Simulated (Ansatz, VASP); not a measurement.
**One calculation of ZrB, two programs**

```
Zr B
1.0
     0.02034    2.32500    2.32500
     2.34534    0.00000    2.34534
     2.32500    2.32500    0.02034
Zr B
1 1
Cartesian
  0.0000 0.0000 0.0000
  2.3453 2.3250 2.3453
```

Change from the starting cell: strain +0.0175 x Voigt [0, 0, 0, 0, 1, 0], atoms carried along.

Alike in both runs: task single point; functional PBE; k mesh 18 × 18 × 18; occupations gaussian, width 0.15 eV; no spin polarisation.

|  | VASP | Ansatz |
| --- | --- | --- |
| version | VASP 6.6.1 | Ansatz 0.2.0 |
| potentials or method | VASP PAW PBE potentials, release 64 (Zr_sv, B), cutoff 520 eV | scalar-relativistic, plane waves, PAW |
| valence electrons in the cell | 15 | 15 |

|  | VASP | Ansatz | Ansatz less VASP |
| --- | --- | --- | --- |
| gap on the k mesh at the Fermi level (eV) | none | none | - |
| pressure (GPa) | 35.0 | 34.8 | -0.17 |
| traceless stress, the component that is largest in VASP (GPa) | -1.02 | -1.03 | -0.003 |

A gap of «none» marks a metal or a gap that the smearing closes. Both programs put the cell under a high pressure, so it lies far from rest at this level.
